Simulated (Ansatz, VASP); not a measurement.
KBr in VASP and in Ansatz

```
Br K
1.0
     0.00000    3.30000    3.30000
     3.30000    0.00000    3.30000
     3.30000    3.30000    0.00000
Br K
1 1
Direct
  0.50000 0.50000 0.50000
  0.00000 0.00000 0.00000
```

Alike in both runs: task single point; functional PBE-based screened hybrid with a share of 0.4 of exact exchange and HFSCREEN = 0.2; k mesh 4 × 4 × 4; occupations fermi-dirac, width 0.05 eV; no spin polarisation.

|  | VASP | Ansatz |
| --- | --- | --- |
| version | VASP 6.6.1 | Ansatz 0.2.0 |
| potentials or method | VASP PAW PBE potentials, release 64 (Br, K_sv), cutoff 520 eV | all-electron PAW datasets made for the crystal |

VASP gave:

| Item | Value |
| --- | --- |
| gap on the k mesh at the Fermi level (eV) | 6.35 |
| least direct gap on the mesh (eV) | 6.35 |
| pressure (GPa) | 0.3 |

Which values does Ansatz return?

gap on the k mesh at the Fermi level (eV): 6.36; least direct gap on the mesh (eV): 6.36; pressure (GPa): 0.3.

VASP's potentials were made for PBE, not for PBE-based screened hybrid. Ansatz ran all-electron here, and VASP with PAW potentials.
